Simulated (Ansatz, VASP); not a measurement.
## BaTiO3: VASP beside Ansatz

```
Ba Ti O
1.0
     3.99980    0.00000    0.00000
     0.00000    3.99980    0.00000
     0.00000    0.00000    4.05818
Ba Ti O
1 1 3
Cartesian
  0.0000 0.0000 0.0000
  1.9999 1.9999 2.0291
  1.9999 1.9999 0.0000
  1.9999 0.0000 2.0291
  0.0000 1.9999 2.0291
```

Change from the starting cell: zz strain of +1 %.

Alike in both runs: task single point; functional PBE; k mesh 7 × 7 × 7; occupations fermi-dirac, width 0.03 eV; no spin polarisation.

|  | VASP | Ansatz |
| --- | --- | --- |
| version | VASP 6.6.1 | Ansatz 0.2.0 |
| potentials or method | VASP PAW PBE potentials, release 64 (Ba_sv, Ti_sv, O), cutoff 520 eV | all-electron LAPW, scalar-relativistic |

```csv
,VASP,Ansatz,Ansatz less VASP
gap on the k mesh at the Fermi level (eV),1.77,1.83,+0.059
pressure (GPa),1.8,0.1,-1.70
"traceless stress, the component that is largest in VASP (GPa)",-1.76,-1.69,+0.065
```

Ansatz ran all-electron here, and VASP with PAW potentials.

Neither program's run includes spin-orbit coupling.
